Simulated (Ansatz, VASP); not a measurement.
**One calculation of AlAs, two programs**

```xyz
2
Lattice="0.0000 2.8640 2.8640 2.8640 0.0000 2.8640 2.8640 2.8640 0.0000" Properties=species:S:1:pos:R:3 pbc="T T T"
Al    0.0000    0.0000    0.0000
As    1.4320    1.4320    1.4320
```

Alike in both runs: task single point; functional r2SCAN; k mesh 8 × 8 × 8; occupations gaussian, width 0.02 eV; no spin polarisation.

|  | VASP | Ansatz |
| --- | --- | --- |
| version | VASP 6.6.1 | Ansatz 0.2.0 |
| potentials or method | VASP PAW PBE potentials, release 64 (Al, As), cutoff 550 eV | scalar-relativistic, plane waves, PAW |
| valence electrons in the cell | 8 | 18 |

```tsv
	VASP	Ansatz	Ansatz less VASP
gap on the k mesh at the Fermi level (eV)	1.84	1.85	+0.008
least direct gap on the mesh (eV)	2.40	2.41	+0.003
pressure (GPa)	-1.9	-1.9	+0.05
```

VASP's potentials were made for PBE, not for r2SCAN. VASP's potentials hold 8 valence electrons a cell and Ansatz's 18, so a difference there can come from the potentials and not from the codes.
